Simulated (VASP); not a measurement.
# Li2Se (Fm-3m) in VASP: further runs

Runs on Li2Se. Level: PBEsol. Tasks: elastic constants.

All numbers are computed with VASP 6.6.1; they aren't measurements. Logs are shortened: lines on timing, memory, paths and dates and some standing lists are left out, and cuts for length are marked.

## (1) The cell of the first run

Symmetry: Fm-3m, No. 225, cubic system. Conventional cell: a = 5.454 Å, b = 5.454 Å, c = 5.454 Å, α = 90.00°, β = 90.00°, γ = 90.00°. Li (site symmetry -43m) has 4 Se at 2.36 Å and 6 Li at 2.73 Å within 3.1 Å. Se (site symmetry m-3m) has 8 Li at 2.36 Å within 3.1 Å.

## (2) Elastic constants, PBEsol

INCAR reads:

```
  PREC = Accurate
  ENCUT = 750
  EDIFF = 1E-8
  ISMEAR = 0
  SIGMA = 0.01
  LREAL = False
  LASPH = True
  NELM = 120
  ALGO = Normal
  ISIF = 3
  LWAVE = False
  LCHARG = True
  GGA = PS
  NBANDS = 13
  IBRION = 6
  NFREE = 2
  POTIM = 0.015
  NSW = 1
  GGA_COMPAT = False
```

KPOINTS reads:

```
Automatic mesh
0
Gamma
  6 6 6
```

POSCAR reads:

```
Li2Se
1.0
    0.0000000000      2.7272439421      2.7272439421
    2.7272439421      0.0000000000      2.7272439421
    2.7272439421      2.7272439421      0.0000000000
Li Se
2 1
Direct
    0.2500000000      0.2500000000      0.2500000000
    0.7500000000      0.7500000000      0.7500000000
    0.0000000000      0.0000000000      0.0000000000
```

Potentials or basis: VASP PAW PBE potentials, release 64 (Li_sv, Se).

The run is started by

```sh
cat potpaw_PBE.64/Li_sv/POTCAR potpaw_PBE.64/Se/POTCAR > POTCAR
mpirun -np 1 vasp_std > vasp.out
```

OUTCAR:

```text
PREC = Accurate
   ENCUT = 750
   EDIFF = 1E-8
   ISMEAR = 0
   LREAL = False
   LASPH = True
   NELM = 120
   ISIF = 3
   GGA = PS
   IBRION = 6
   NFREE = 2
   POTIM = 0.015
   NSW = 1

 ion  position               nearest neighbor table
   1  0.250  0.250  0.250-   3 2.36   3 2.36   3 2.36   3 2.36
   2  0.750  0.750  0.750-   3 2.36   3 2.36   3 2.36   3 2.36
   3  0.000  0.000  0.000-   1 2.36   2 2.36   2 2.36   2 2.36   2 2.36   1 2.36   1 2.36   1 2.36

  LATTYP: Found a face centered cubic cell.
 ALAT       =     5.4544878842

  Lattice vectors:

 A1 = (   0.0000000000,   2.7272439421,   2.7272439421)
 A2 = (   2.7272439421,   0.0000000000,   2.7272439421)
 A3 = (   2.7272439421,   2.7272439421,   0.0000000000)

Analysis of symmetry for initial positions (statically):
=====================================================================
 Subroutine PRICEL returns:
 Original cell was already a primitive cell.

 Routine SETGRP: Setting up the symmetry group for a
 face centered cubic supercell.

 Subroutine GETGRP returns: Found 48 space group operations
 (whereof 48 operations were pure point group operations)
 out of a pool of 48 trial point group operations.

The static configuration has the point symmetry O_h .

Analysis of symmetry for dynamics (positions and initial velocities):
=====================================================================
 Subroutine PRICEL returns:
 Original cell was already a primitive cell.

 Routine SETGRP: Setting up the symmetry group for a
 face centered cubic supercell.

 Subroutine GETGRP returns: Found 48 space group operations
 (whereof 48 operations were pure point group operations)
 out of a pool of 48 trial point group operations.

The dynamic configuration has the point symmetry O_h .

 Subroutine INISYM returns: Found 48 space group operations
 (whereof 48 operations are pure point group operations),
 and found     1 'primitive' translations

----------------------------------------------------------------------------------------

                                     Primitive cell

  volume of cell :      40.5697

  direct lattice vectors                    reciprocal lattice vectors
     0.000000000  2.727243942  2.727243942    -0.183335268  0.183335268  0.183335268
     2.727243942  0.000000000  2.727243942     0.183335268 -0.183335268  0.183335268
     2.727243942  2.727243942  0.000000000     0.183335268  0.183335268 -0.183335268

  length of vectors
     3.856905371  3.856905371  3.856905371     0.317546000  0.317546000  0.317546000

  position of ions in fractional coordinates (direct lattice)
     0.250000000  0.250000000  0.250000000
     0.750000000  0.750000000  0.750000000
     0.000000000  0.000000000  0.000000000

  ion indices of the primitive-cell ions
   primitive index   ion index
                 1           1
                 2           2
                 3           3

----------------------------------------------------------------------------------------

 KPOINTS: Automatic mesh

Automatic generation of k-mesh.
 Grid dimensions read from file:
 generate k-points for:    6    6    6

 Generating k-lattice:

  Cartesian coordinates                     Fractional coordinates (reciprocal lattice)
    -0.030555878  0.030555878  0.030555878     0.166666667  0.000000000  0.000000000
     0.030555878 -0.030555878  0.030555878     0.000000000  0.166666667  0.000000000
     0.030555878  0.030555878 -0.030555878     0.000000000  0.000000000  0.166666667

  Length of vectors
     0.052924333  0.052924333  0.052924333

  Shift w.r.t. Gamma in fractional coordinates (k-lattice)
     0.000000000  0.000000000  0.000000000

 Subroutine IBZKPT returns following result:
 ===========================================

 Found     16 irreducible k-points:

 Following reciprocal coordinates:
            Coordinates               Weight
  0.000000  0.000000  0.000000      1.000000
  0.166667  0.000000  0.000000      8.000000
[... 56 lines left out ...]
   LORBIT       =      0    0 simple, 1 ext, 2 COOP (PROOUT), +10 PAW based schemes
   GGA     = PS    functional components
   LHFCALC =     F    Hartree Fock is set to
   AEXX    =    0.0000 exact exchange contribution
   IVDW    =     0    specifies the selected vdW correction
   LEPSILON=     F    determine dielectric tensor
   LRPA    =     F    only Hartree local field effects (RPA)
 finite differences with symmetry
 non-spin polarized calculation
 Gauss-broadening in eV      SIGMA  =   0.01
  energy-cutoff  :      750.00
  volume of cell :       40.57
 maximum number of plane-waves:      1917
 NGX is ok and might be reduce to    36
   NGX = 17   NGY = 17   NGZ = 17

--------------------------------------- Ionic step        1  -------------------------------------------

 number of electron      12.0000004 magnetization

 Free energy of the ion-electron system (eV)
  ---------------------------------------------------
[... 51 lines left out ...]
      1     -40.8982      2.00000
      2     -40.8180      2.00000
      3      -9.4753      2.00000
      4       2.8671      2.00000
      5       2.8671      2.00000
      6       2.8681      2.00000
      7       7.4826      0.00000
      8       8.4453      0.00000
      9       8.4458      0.00000
     10       8.4458      0.00000
     11      14.2833      0.00000
     12      14.2877      0.00000
     13      14.7375      0.00000
[... 354 lines left out ...]
  band No.  band energies     occupation
      1     -40.8551      2.00000
      2     -40.8551      2.00000
      3      -8.7020      2.00000
      4      -0.4778      2.00000
      5       0.2404      2.00000
      6       1.3486      2.00000
      7       7.5301      0.00000
      8      11.5633      0.00000
      9      12.0893      0.00000
     10      12.5356      0.00000
     11      12.5781      0.00000
     12      13.7545      0.00000
     13      18.2699      0.00000

 [... further k-points ...]

------------------------ aborting loop because EDIFF is reached ----------------------------------------

  FORCE on cell =-STRESS in cart. coord.  units (eV):
  Direction    XX          YY          ZZ          XY          YZ          ZX
  --------------------------------------------------------------------------------------
  -------------------------------------------------------------------------------------
  Total        3.8475337      3.8508760      3.8508760     -0.0000000      0.0000000      0.0000000
  in kB      151.9466280    152.0786215    152.0786215     -0.0000000      0.0000000      0.0000000
  external PRESSURE =     152.0346236 kB  Pullay stress =       0.0000000 kB
[... 18 lines left out ...]
  FREE ENERGIE OF THE ION-ELECTRON SYSTEM (eV)
  ---------------------------------------------------
  free  energy   TOTEN  =       -11.0912859646 eV

  energy  without entropy=      -11.0912859646  energy(sigma->0) =      -11.09128596

 INTERNAL STRAIN TENSORS FROM STRAINED CELLS
 ============================================

 INTERNAL STRAIN TENSOR FOR ION    1 for displacements in x,y,z  (eV/Angst):
          X           Y           Z          XY          YZ          ZX
  --------------------------------------------------------------------------------
  x    -0.00000    -0.00000    -0.00000    -0.00000    -4.95151     0.00000
  y    -0.00000     0.00000     0.00000    -0.00000    -0.00000    -4.95108
  z    -0.00000    -0.00000    -0.00000    -4.94926    -0.00000     0.00000

 INTERNAL STRAIN TENSORS FROM DISPLACED ATOMS
 ============================================

 INTERNAL STRAIN TENSOR FOR ION    1 for displacements in x,y,z  (eV/Angst):
          X           Y           Z          XY          YZ          ZX
  --------------------------------------------------------------------------------
  x    -0.00000     0.00000     0.00000     0.00000    -4.94996     0.00000
  y     0.00000     0.00000     0.00000     0.00000     0.00000    -4.94996
  z     0.00000     0.00000     0.00000    -4.94996     0.00000     0.00000

 INTERNAL STRAIN TENSOR FOR ION    3 for displacements in x,y,z  (eV/Angst):
          X           Y           Z          XY          YZ          ZX
  --------------------------------------------------------------------------------
  x     0.00000     0.00000     0.00000     0.00000     0.00000     0.00000
  y     0.00000     0.00000     0.00000     0.00000     0.00000     0.00000
  z     0.00000     0.00000     0.00000     0.00000     0.00000     0.00000

 Eigenvectors and eigenvalues of the dynamical matrix
 ----------------------------------------------------

   1 f  =   14.470340 THz    90.919830 2PiTHz  482.678598 cm-1    59.844492 meV
             X         Y         Z           dx          dy          dz
      1.363622  1.363622  1.363622     0.000000    0.000000   -0.707107
      4.090866  4.090866  4.090866    -0.000000    0.000000    0.707107
      0.000000  0.000000  0.000000    -0.000000   -0.000000   -0.000000
[... 43 lines left out ...]
   9 f/i=    0.001346 THz     0.008454 2PiTHz    0.044881 cm-1     0.005565 meV
             X         Y         Z           dx          dy          dz
      1.363622  1.363622  1.363622     0.273195    0.026679    0.002850
      4.090866  4.090866  4.090866     0.273195    0.026679    0.002850
      0.000000  0.000000  0.000000     0.917156    0.089565    0.009568

--------------------------------------------------------------------------------------------------------

 ELASTIC MODULI CONTR FROM IONIC RELAXATION (kBar)
 Direction    XX          YY          ZZ          XY          YZ          ZX
 --------------------------------------------------------------------------------
 XX          -0.0000      0.0000      0.0000     -0.0000     -0.0000     -0.0000
 YY           0.0000     -0.0000      0.0000     -0.0000      0.0000      0.0000
 ZZ           0.0000      0.0000     -0.0000      0.0000      0.0000     -0.0000
 XY          -0.0000     -0.0000      0.0000   -322.2318     -0.0000      0.0000
 YZ          -0.0000      0.0000      0.0000     -0.0000   -322.2318     -0.0000
 ZX          -0.0000      0.0000     -0.0000      0.0000     -0.0000   -322.2318
 --------------------------------------------------------------------------------

 TOTAL ELASTIC MODULI (kBar)
 Direction    XX          YY          ZZ          XY          YZ          ZX
 --------------------------------------------------------------------------------
 XX        1115.3041    551.0949    551.0949      0.0000      0.0000      0.0000
 YY         551.0949   1115.3041    551.0949     -0.0000      0.0000     -0.0000
 ZZ         551.0949    551.0949   1115.3041      0.0000     -0.0000      0.0000
 XY           0.0000     -0.0000      0.0000    418.8106     -0.0000      0.0000
 YZ           0.0000      0.0000     -0.0000     -0.0000    418.8106     -0.0000
 ZX           0.0000     -0.0000      0.0000      0.0000     -0.0000    418.8106
 --------------------------------------------------------------------------------
```

Run time: 9.5 min. Hardware: 1 thread of Intel Xeon Platinum 8259CL at 2.50GHz (Skylake/Cascade Lake), shared host; peak memory 0.29 GiB.

Results:

```
Elastic constants C11, C12, C44                         : 112, 55, 42 GPa
Voigt bulk modulus                                      : 74 GPa
Highest phonon frequency at Γ, LO-TO splitting left out : 483 cm⁻¹
```

Phonon frequencies in cm⁻¹ (negative: imaginary):
| q point | frequencies |
| --- | --- |
| (0.000, 0.000, 0.000) | 0 0 0 431 431 431 483 483 483 |

Elastic tensor in Voigt notation (GPa, in the Cartesian axes of the cell as first typed):
```
112  55  55   0   0   0
 55 112  55   0   0   0
 55  55 112   0   0   0
  0   0   0  42   0   0
  0   0   0   0  42   0
  0   0   0   0   0  42
```

Clamped-ion elastic tensor (GPa):
```
112  55  55   0   0   0
 55 112  55   0   0   0
 55  55 112   0   0   0
  0   0   0  74   0   0
  0   0   0   0  74   0
  0   0   0   0   0  74
```

Caveat: the cell is under stress, which shifts elastic constants; the PAW data sets were made with another functional, which shifts forces and pressure a little.

## (3) Elastic constants, PBEsol

This run uses another cell than the first one, of 14.42 Å³/atom.

INCAR reads:

```
PREC = Accurate ; ENCUT = 750
EDIFF = 1E-8 ; ISMEAR = 0
SIGMA = 0.01 ; LREAL = F
LASPH = T ; NELM = 120
ALGO = Normal ; ISIF = 3
LWAVE = F ; LCHARG = T
GGA = PS ; IBRION = 6
NFREE = 2 ; POTIM = 0.015
NSW = 1 ; GGA_COMPAT = F
```

KPOINTS is that of step 2.

POSCAR reads:

```
Li2Se
1.0
    0.0000000000      2.7861298648      2.7861298648
    2.7861298648      0.0000000000      2.7861298648
    2.7861298648      2.7861298648      0.0000000000
Li Se
2 1
Direct
    0.2500000000      0.2500000000      0.2500000000
    0.7500000000      0.7500000000      0.7500000000
    0.0000000000      0.0000000000      0.0000000000
```

Potentials or basis: VASP PAW PBE potentials, release 64 (Li_sv, Se).

The run is started by

```sh
cat potpaw_PBE.64/Li_sv/POTCAR potpaw_PBE.64/Se/POTCAR > POTCAR
mpirun -np 1 vasp_std > vasp.out
```

Wall time 9.2 min (1 thread of Intel Xeon Platinum 8259CL at 2.50GHz (Skylake/Cascade Lake), shared host); peak memory 0.26 GiB.

The run converged. Its results:

```yaml
Elastic_constants_C11_C12_C44: 99, 44, 39 GPa
Voigt_bulk_modulus: 62 GPa
Highest_phonon_frequency_at_Γ_LO-TO_splitting_left_out: 446 cm⁻¹
```

Phonon frequencies in cm⁻¹ (negative: imaginary):
```tsv
q point	frequencies
(0.000, 0.000, 0.000)	0 0 0 393 393 393 446 446 446
```

Elastic tensor in Voigt notation (GPa, in the Cartesian axes of the cell as first typed):
```
99 44 44  0  0  0
44 99 44  0  0  0
44 44 99  0  0  0
 0  0  0 39  0  0
 0  0  0  0 39  0
 0  0  0  0  0 39
```

Clamped-ion elastic tensor (GPa):
```
99 44 44  0  0  0
44 99 44  0  0  0
44 44 99  0  0  0
 0  0  0 61  0  0
 0  0  0  0 61  0
 0  0  0  0  0 61
```

Caveat: the cell is under stress, which shifts elastic constants; the PAW data sets were made with another functional, which shifts forces and pressure a little.

## (4) Elastic constants, PBEsol

This run uses another cell than the first one, of 15.08 Å³/atom.

INCAR reads:

```
SYSTEM = Li2Se
PREC = Accurate ; ENCUT = 750
EDIFF = 1E-8 ; ISMEAR = 0
SIGMA = 0.01 ; LREAL = .False.
LASPH = .True. ; NELM = 120
ALGO = Normal ; ISIF = 3
LWAVE = .False. ; LCHARG = .True.
GGA = PS ; IBRION = 6
NFREE = 2 ; POTIM = 0.015
NSW = 1 ; GGA_COMPAT = .False.
```

KPOINTS reads:

```
Automatic mesh
0
Gamma
  6 6 6
  0 0 0
```

POSCAR reads:

```
Li2Se
1.0
    0.0000000000      2.8280258228      2.8280258228
    2.8280258228      0.0000000000      2.8280258228
    2.8280258228      2.8280258228      0.0000000000
Li Se
2 1
Direct
    0.2500000000      0.2500000000      0.2500000000
    0.7500000000      0.7500000000      0.7500000000
    0.0000000000      0.0000000000      0.0000000000
```

The run is started by

```sh
cat potpaw_PBE.64/Li_sv/POTCAR potpaw_PBE.64/Se/POTCAR > POTCAR
mpirun -np 1 vasp_std > vasp.out
```

Wall time 8.9 min (1 thread of Intel Xeon Platinum 8259CL at 2.50GHz (Skylake/Cascade Lake), shared host); peak memory 0.26 GiB.

Results (log left out):

- Elastic constants C11, C12, C44: 91, 37, 37 GPa
- Voigt bulk modulus: 55 GPa
- Highest phonon frequency at Γ, LO-TO splitting left out: 423 cm⁻¹

Phonon frequencies in cm⁻¹ (negative: imaginary):
```csv
q point,frequencies
"(0.000, 0.000, 0.000)",0 0 0 367 367 367 423 423 423
```

Elastic tensor in Voigt notation (GPa, in the Cartesian axes of the cell as first typed):
```
91 37 37  0  0  0
37 91 37  0  0  0
37 37 91  0  0  0
 0  0  0 37  0  0
 0  0  0  0 37  0
 0  0  0  0  0 37
```

Clamped-ion elastic tensor (GPa):
```
91 37 37  0  0  0
37 91 37  0  0  0
37 37 91  0  0  0
 0  0  0 53  0  0
 0  0  0  0 53  0
 0  0  0  0  0 53
```

Caveat: the cell is under stress, which shifts elastic constants; the PAW data sets were made with another functional, which shifts forces and pressure a little.

## (5) Elastic constants, PBEsol

This run uses another cell than the first one, of 15.93 Å³/atom.

INCAR reads:

```
ALGO     = Normal         # electronic algorithm
EDIFF    = 1E-8           # SCF threshold, eV
ENCUT    = 750            # plane-wave cutoff, eV
GGA      = PS             # functional
GGA_COMPAT= F            
IBRION   = 6              # ionic algorithm
ISIF     = 3              # what is computed and relaxed
ISMEAR   = 0              # smearing method
LASPH    = T              # aspherical terms in the spheres
LCHARG   = F              # write CHGCAR
LREAL    = F              # projectors in reciprocal space
LWAVE    = F              # write WAVECAR
NBANDS   = 13             # bands
NELM     = 120            # most SCF steps
NFREE    = 2            
NSW      = 1              # ionic steps
POTIM    = 0.015          # step
PREC     = Accurate       # precision mode
SIGMA    = 0.01           # smearing width, eV
```

KPOINTS reads:

```
k-points
0
Gamma
  6 6 6
```

POSCAR reads:

```
Li2Se
1.0
    0.0000000000      2.8805389543      2.8805389543
    2.8805389543      0.0000000000      2.8805389543
    2.8805389543      2.8805389543      0.0000000000
Li Se
2 1
Direct
    0.2500000000      0.2500000000      0.2500000000
    0.7500000000      0.7500000000      0.7500000000
    0.0000000000      0.0000000000      0.0000000000
```

The run is started by

```sh
cat potpaw_PBE.64/Li_sv/POTCAR potpaw_PBE.64/Se/POTCAR > POTCAR
mpirun -np 1 vasp_std > vasp.out
```

Wall time 10 min (1 thread of Intel Xeon Platinum 8259CL at 2.50GHz (Skylake/Cascade Lake), shared host); peak memory 0.32 GiB.

The run converged. Its results:

* Elastic constants C11, C12, C44: 82, 29, 34 GPa
* Voigt bulk modulus: 47 GPa
* Highest phonon frequency at Γ, LO-TO splitting left out: 396 cm⁻¹

Phonon frequencies in cm⁻¹ (negative: imaginary):
```tsv
q point	frequencies
(0.000, 0.000, 0.000)	0 0 0 337 337 337 396 396 396
```

Elastic tensor in Voigt notation (GPa, in the Cartesian axes of the cell as first typed):
```
82 29 29  0  0  0
29 82 29  0  0  0
29 29 82  0  0  0
 0  0  0 34  0  0
 0  0  0  0 34  0
 0  0  0  0  0 34
```

Clamped-ion elastic tensor (GPa):
```
82 29 29  0  0  0
29 82 29  0  0  0
29 29 82  0  0  0
 0  0  0 45  0  0
 0  0  0  0 45  0
 0  0  0  0  0 45
```

Caveat: the cell is under stress, which shifts elastic constants; the PAW data sets were made with another functional, which shifts forces and pressure a little.

## (6) Elastic constants, PBEsol

This run uses another cell than the first one, of 16.63 Å³/atom.

INCAR reads:

```
PREC = Accurate
ENCUT = 750
EDIFF = 1E-8
ISMEAR = 0
SIGMA = 0.01
LREAL = F
LASPH = T
NELM = 120
ALGO = Normal
ISIF = 3
LWAVE = F
LCHARG = F
GGA = PS
IBRION = 6
NFREE = 2
POTIM = 0.015
NSW = 1
GGA_COMPAT = F
```

KPOINTS reads:

```
Automatic mesh
0
Gamma
  6 6 6
```

POSCAR reads:

```
Li2Se
1.0
    0.0000000000      2.9217569885      2.9217569885
    2.9217569885      0.0000000000      2.9217569885
    2.9217569885      2.9217569885      0.0000000000
Li Se
2 1
Direct
    0.2500000000      0.2500000000      0.2500000000
    0.7500000000      0.7500000000      0.7500000000
    0.0000000000      0.0000000000      0.0000000000
```

Potentials or basis: VASP PAW PBE potentials, release 64 (Li_sv, Se).

The run is started by

```sh
cat potpaw_PBE.64/Li_sv/POTCAR potpaw_PBE.64/Se/POTCAR > POTCAR
mpirun -np 1 vasp_std > vasp.out
```

It took 4.3 min on 1 thread of Intel Xeon 6975P-C (Granite Rapids), shared host; peak memory 0.3 GiB.

The run converged. Its results:

| Item | Value |
| --- | --- |
| Elastic constants C11, C12, C44 | 76, 24, 32 GPa |
| Voigt bulk modulus | 42 GPa |
| Highest phonon frequency at Γ, LO-TO splitting left out | 374 cm⁻¹ |

Phonon frequencies in cm⁻¹ (negative: imaginary):
```csv
q point,frequencies
"(0.000, 0.000, 0.000)",0 0 0 314 314 314 374 374 374
```

Elastic tensor in Voigt notation (GPa, in the Cartesian axes of the cell as first typed):
```
76 24 24  0  0  0
24 76 24  0  0  0
24 24 76  0  0  0
 0  0  0 32  0  0
 0  0  0  0 32  0
 0  0  0  0  0 32
```

Clamped-ion elastic tensor (GPa):
```
76 24 24  0  0  0
24 76 24  0  0  0
24 24 76  0  0  0
 0  0  0 39  0  0
 0  0  0  0 39  0
 0  0  0  0  0 39
```

Caveat: the cell is under stress, which shifts elastic constants; the PAW data sets were made with another functional, which shifts forces and pressure a little.
